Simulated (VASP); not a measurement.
# MgS (P6_3/mmc) in VASP: single point with PBEsol

Aim: the single point of MgS with PBEsol.

Program: VASP 6.6.1. These are calculated values, not measurements. Logs are shortened: lines on timing, memory, paths and dates and some standing lists are left out, and cuts for length are marked.

### 1 The cell of the first run

The structure is hexagonal, space group P6_3/mmc (No. 194). The conventional cell has a = 3.645 Å, b = 3.645 Å, c = 6.147 Å, α = 90.00°, β = 90.00°, γ = 120.00°. Within 3.4 Å of Mg (site symmetry -3m) lie 6 S at 2.61 Å and 2 Mg at 3.07 Å. S (site symmetry -6m2) has 6 Mg at 2.61 Å within 3.4 Å.

### 2 Single point, PBEsol

INCAR

```
SYSTEM = MgS
PREC = Accurate
ENCUT = 520
EDIFF = 1E-6
ISMEAR = 0
SIGMA = 0.01
LREAL = .False.
LASPH = .True.
NELM = 80
ALGO = Normal
ISIF = 2
LWAVE = .False.
LCHARG = .False.
GGA = PS
NBANDS = 16
```

KPOINTS

```
Automatic mesh
0
Gamma
  6 6 2
  0 0 0
```

POSCAR

```
MgS
1.0
    3.6454348056      0.0000000000      0.0000000000
   -1.8227174028      3.1570391495      0.0000000000
    0.0000000000      0.0000000000      6.1473560907
Mg S
2 2
Direct
    0.0000000000      0.0000000000      0.0000000000
    0.0000000000      0.0000000000      0.5000000000
    0.3333333333      0.6666666667      0.2500000000
    0.6666666667      0.3333333333      0.7500000000
```

Potentials or basis: VASP PAW PBE potentials, release 64 (Mg, S).

Command:

```
> cat potpaw_PBE.64/Mg/POTCAR potpaw_PBE.64/S/POTCAR > POTCAR
> mpirun -np 1 vasp_std > vasp.out
```

OUTCAR:

```text
SYSTEM = MgS
   PREC = Accurate
   ENCUT = 520
   EDIFF = 1E-6
   ISMEAR = 0
   LREAL = .False.
   LASPH = .True.
   NELM = 80
   ISIF = 2
   GGA = PS

 ion  position               nearest neighbor table
   1  0.000  0.000  0.000-   3 2.61   4 2.61   4 2.61   3 2.61   4 2.61   3 2.61   2 3.07   2 3.07

   2  0.000  0.000  0.500-   3 2.61   4 2.61   4 2.61   3 2.61   4 2.61   3 2.61   1 3.07   1 3.07

   3  0.333  0.667  0.250-   1 2.61   2 2.61   1 2.61   2 2.61   1 2.61   2 2.61
   4  0.667  0.333  0.750-   1 2.61   2 2.61   1 2.61   2 2.61   1 2.61   2 2.61

  LATTYP: Found a hexagonal cell.
 ALAT       =     3.6454348056
 C/A-ratio  =     1.6863162883

  Lattice vectors:

 A1 = (   3.6454348056,   0.0000000000,   0.0000000000)
 A2 = (  -1.8227174028,   3.1570391495,   0.0000000000)
 A3 = (   0.0000000000,   0.0000000000,   6.1473560907)

Analysis of symmetry for initial positions (statically):
=====================================================================
 Subroutine PRICEL returns:
 Original cell was already a primitive cell.

 Routine SETGRP: Setting up the symmetry group for a
 hexagonal supercell.

 Subroutine GETGRP returns: Found 24 space group operations
 (whereof 12 operations were pure point group operations)
 out of a pool of 24 trial point group operations.

The static configuration has the point symmetry D_3d.
 The point group associated with its full space group is D_6h.

Analysis of symmetry for dynamics (positions and initial velocities):
=====================================================================
 Subroutine PRICEL returns:
 Original cell was already a primitive cell.

 Routine SETGRP: Setting up the symmetry group for a
 hexagonal supercell.

 Subroutine GETGRP returns: Found 24 space group operations
 (whereof 12 operations were pure point group operations)
 out of a pool of 24 trial point group operations.

The dynamic configuration has the point symmetry D_3d.
 The point group associated with its full space group is D_6h.

 Subroutine INISYM returns: Found 24 space group operations
 (whereof 12 operations are pure point group operations),
 and found     1 'primitive' translations

----------------------------------------------------------------------------------------

                                     Primitive cell

  volume of cell :      70.7486

  direct lattice vectors                    reciprocal lattice vectors
     3.645434806  0.000000000  0.000000000     0.274315700  0.158376243  0.000000000
    -1.822717403  3.157039150  0.000000000     0.000000000  0.316752486  0.000000000
     0.000000000  0.000000000  6.147356091     0.000000000  0.000000000  0.162671559

  length of vectors
     3.645434806  3.645434806  6.147356091     0.316752486  0.316752486  0.162671559

  position of ions in fractional coordinates (direct lattice)
     0.000000000  0.000000000  0.000000000
     0.000000000  0.000000000  0.500000000
     0.333333333  0.666666667  0.250000000
     0.666666667  0.333333333  0.750000000

  ion indices of the primitive-cell ions
   primitive index   ion index
                 1           1
                 2           2
                 3           3
                 4           4

----------------------------------------------------------------------------------------

 KPOINTS: Automatic mesh

Automatic generation of k-mesh.
 Grid dimensions read from file:
 generate k-points for:    6    6    2

 Generating k-lattice:

  Cartesian coordinates                     Fractional coordinates (reciprocal lattice)
     0.045719283  0.026396041  0.000000000     0.166666667  0.000000000  0.000000000
     0.000000000  0.052792081  0.000000000     0.000000000  0.166666667  0.000000000
     0.000000000  0.000000000  0.081335780     0.000000000  0.000000000  0.500000000

  Length of vectors
     0.052792081  0.052792081  0.081335780

  Shift w.r.t. Gamma in fractional coordinates (k-lattice)
     0.000000000  0.000000000  0.000000000

 Subroutine IBZKPT returns following result:
 ===========================================

 Found     14 irreducible k-points:

 Following reciprocal coordinates:
            Coordinates               Weight
  0.000000  0.000000  0.000000      1.000000
  0.166667  0.000000  0.000000      6.000000
  0.333333  0.000000  0.000000      6.000000
  0.500000  0.000000  0.000000      3.000000
  0.166667  0.166667  0.000000      6.000000
  0.333333  0.166667  0.000000     12.000000
  0.333333  0.333333  0.000000      2.000000
  0.000000  0.000000  0.500000      1.000000
  0.166667  0.000000  0.500000      6.000000
  0.333333  0.000000  0.500000      6.000000
  0.500000  0.000000  0.500000      3.000000
  0.166667  0.166667  0.500000      6.000000
  0.333333  0.166667  0.500000     12.000000
  0.333333  0.333333  0.500000      2.000000
   k-points           NKPTS =     14   k-points in BZ     NKDIM =     14   number of bands    NBANDS=     16
   number of dos      NEDOS =    301   number of ions     NIONS =      4
   total plane-waves  NPLWV =  37632
   dimension x,y,z NGX =    28 NGY =   28 NGZ =   48
   dimension x,y,z NGXF=    56 NGYF=   56 NGZF=   96
   ions per type =               2   2
   NGX,Y,Z   is equivalent  to a cutoff of  12.77, 12.77, 12.98 a.u.
   NGXF,Y,Z  is equivalent  to a cutoff of  25.54, 25.54, 25.96 a.u.
 SYSTEM =  MgS
   PREC   = accura    normal or accurate (medium, high low for compatibility)
   ISTART =      0    job   : 0-new  1-cont  2-samecut
   ICHARG =      2    charge: 1-file 2-atom 10-const
   ISPIN  =      1    spin polarized calculation?
   LNONCOLLINEAR =      F non collinear calculations
   LSORBIT =      F    spin-orbit coupling
   LASPH  =      T    aspherical Exc in radial PAW
   ENCUT  =  520.0 eV  38.22 Ry    6.18 a.u.   6.78  6.78 11.43*2*pi/ulx,y,z
   NELM   =     80;   NELMIN=  2; NELMDL= -5     # of ELM steps
   EDIFF  = 0.1E-05   stopping-criterion for ELM
   LREAL  =      F    real-space projection
   EDIFFG = 0.1E-04   stopping-criterion for IOM
   NSW    =      0    number of steps for IOM
   IBRION =     -1    ionic relax: 0-MD 1-quasi-New 2-CG
   NFREE  =      0    steps in history (QN), initial steepest desc. (CG)
   ISIF   =      2    stress and relaxation
   ISYM   =      2    0-nonsym 1-usesym 2-fastsym
   POTIM  = 0.5000    time-step for ionic-motion
   TEBEG  =    0.0;   TEEND  =   0.0 temperature during run
   PSTRESS=    0.0 pullay stress
   NELECT =      16.0000    total number of electrons
   NUPDOWN=      -1.0000    fix difference up-down
   EMIN   =  10.00;   EMAX   =-10.00  energy-range for DOS
   EFERMI =   0.00;   METHOD = LEGACY
   ISMEAR =     0;   SIGMA  =   0.01  broadening in eV -4-tet -1-fermi 0-gaus
   EFERMI_NEDOS =   21; number of points for ismear=-14 and -15
   IALGO  =     38    algorithm
   IMIX   =      4    mixing-type and parameters
     AMIX     =   0.40;   BMIX     =  1.00
     AMIX_MAG =   1.60;   BMIX_MAG =  1.00
  volume/ion in A,a.u.               =      17.69       119.36
  Fermi-wavevector in a.u.,A,eV,Ry     =   0.997414  1.884840 13.535556  0.994835
  Thomas-Fermi vector in A             =   2.129569
   LORBIT       =      0    0 simple, 1 ext, 2 COOP (PROOUT), +10 PAW based schemes
   GGA     = PS    functional components
   LHFCALC =     F    Hartree Fock is set to
   AEXX    =    0.0000 exact exchange contribution
   IVDW    =     0    specifies the selected vdW correction
   LEPSILON=     F    determine dielectric tensor
   LRPA    =     F    only Hartree local field effects (RPA)
 non-spin polarized calculation
 Gauss-broadening in eV      SIGMA  =   0.01
  energy-cutoff  :      520.00
  volume of cell :       70.75
 maximum number of plane-waves:      1922
 NGX is ok and might be reduce to    28
   NGX = 13   NGY = 13   NGZ = 23

 number of electron      15.9999999 magnetization

 Free energy of the ion-electron system (eV)
  ---------------------------------------------------
  ext. energy  EPLUGINS =         0.00000000
  ---------------------------------------------------
  free energy    TOTEN  =       -18.03240616 eV

  energy without entropy =      -18.03240616  energy(sigma->0) =      -18.03240616

 E-fermi :   3.7460     XC(G=0):  -9.8050

 val. band max:        3.6588412831   @ k =   0.0000   0.0000   0.0000
 cond. band min:       6.9934868727   @ k =   0.3333   0.3333   0.0000
 fundamental gap:      3.3346455896
 Fermi energy:         3.7459729572

 k-point     1 :       0.0000    0.0000    0.0000
  band No.  band energies     occupation
      1      -9.0507      2.00000
      2      -7.8293      2.00000
      3      -1.3483      2.00000
      4       3.1681      2.00000
      5       3.1681      2.00000
      6       3.4200      2.00000
[... 8 lines left out ...]
     15      12.1401      0.00000
     16      12.9215      0.00000

 k-point     2 :       0.1667    0.0000    0.0000
  band No.  band energies     occupation
      1      -8.8068      2.00000
      2      -7.6888      2.00000
      3      -1.0227      2.00000
      4       1.8068      2.00000
      5       2.3641      2.00000
      6       2.8005      2.00000
[... 8 lines left out ...]
     15      12.2507      0.00000
     16      12.3732      0.00000

 k-point     3 :       0.3333    0.0000    0.0000
  band No.  band energies     occupation
      1      -8.1913      2.00000
      2      -7.4218      2.00000
      3      -0.1317      2.00000
      4      -0.1234      2.00000
      5       0.7061      2.00000
      6       2.2670      2.00000
[... 8 lines left out ...]
     15      12.6358      0.00000
     16      14.5486      0.00000
[... 172 lines left out ...]
 k-point    13 :       0.3333    0.1667    0.5000
  band No.  band energies     occupation
      1      -7.5516      2.00000
      2      -7.5516      2.00000
      3      -0.5589      2.00000
      4      -0.5589      2.00000
      5       1.2727      2.00000
      6       1.2727      2.00000
[... 8 lines left out ...]
     15      13.5249      0.00000
     16      13.5249      0.00000

 k-point    14 :       0.3333    0.3333    0.5000
  band No.  band energies     occupation
      1      -7.4016      2.00000
      2      -7.4016      2.00000
      3      -0.0226      2.00000
      4      -0.0226      2.00000
      5      -0.0094      2.00000
      6      -0.0094      2.00000
[... 8 lines left out ...]
     15      12.9872      0.00000
     16      12.9872      0.00000

------------------------ aborting loop because EDIFF is reached ----------------------------------------

  FORCE on cell =-STRESS in cart. coord.  units (eV):
  Direction    XX          YY          ZZ          XY          YZ          ZX
  --------------------------------------------------------------------------------------
  -------------------------------------------------------------------------------------
  Total       -0.4717766     -0.4717766     -0.4353803      0.0000000      0.0000000      0.0000000
  in kB      -10.6838873    -10.6838873     -9.8596552      0.0000000      0.0000000      0.0000000
  external PRESSURE =     -10.4091433 kB  Pullay stress =       0.0000000 kB

 VOLUME and BASIS-vectors are now :
 -----------------------------------------------------------------------------
  energy-cutoff  :      520.00
  volume of cell :       70.75
      direct lattice vectors                 reciprocal lattice vectors
     3.645434806  0.000000000  0.000000000     0.274315700  0.158376243  0.000000000
    -1.822717403  3.157039150  0.000000000     0.000000000  0.316752486  0.000000000
     0.000000000  0.000000000  6.147356091     0.000000000  0.000000000  0.162671559

 POSITION                                       TOTAL-FORCE (eV/Angst)
 -----------------------------------------------------------------------------------
      0.00000      0.00000      0.00000        -0.000000      0.000000      0.000000
      0.00000      0.00000      3.07368        -0.000000      0.000000      0.000000
     -0.00000      2.10469      1.53684         0.000000     -0.000000     -0.000000
      1.82272      1.05235      4.61052         0.000000      0.000000     -0.000000
 -----------------------------------------------------------------------------------
    total drift:                                0.000000     -0.000000     -0.000000

  FREE ENERGIE OF THE ION-ELECTRON SYSTEM (eV)
  ---------------------------------------------------
  free  energy   TOTEN  =       -18.0324061574 eV

  energy  without entropy=      -18.0324061574  energy(sigma->0) =      -18.03240616
```

It took 7 s on 1 thread of Intel Xeon 6975P-C (Granite Rapids), shared host; peak memory 0.18 GiB.

Results:

```
Free energy            : -18.0324 eV
Pressure               : -1.0 GPa
Band gap on the k mesh : 3.33 eV, indirect (least direct gap 3.42 eV)
```

Levels at points of the mesh, in eV from the valence-band top:
| k point | band 5 | band 6 | band 7 | band 8 | band 9 | band 10 | band 11 | band 12 |
| --- | --- | --- | --- | --- | --- | --- | --- | --- |
| (0.00, 0.00, 0.00) | -0.49 | -0.24 | 0.00 | 0.00 | 3.42 | 4.51 | 6.71 | 7.74 |
| (0.50, 0.00, 0.00) | -2.90 | -1.73 | -1.61 | -0.62 | 3.93 | 4.34 | 4.80 | 6.87 |
| (0.00, 0.00, 0.50) | -0.25 | -0.25 | -0.25 | -0.25 | 4.70 | 4.70 | 7.48 | 7.48 |
| (0.50, 0.00, 0.50) | -1.54 | -1.54 | -1.17 | -1.17 | 3.91 | 3.91 | 5.18 | 5.18 |

Caveat: the k points lie up to 0.51 Å⁻¹ apart; the PAW data sets were made with another functional, which shifts forces and pressure a little.
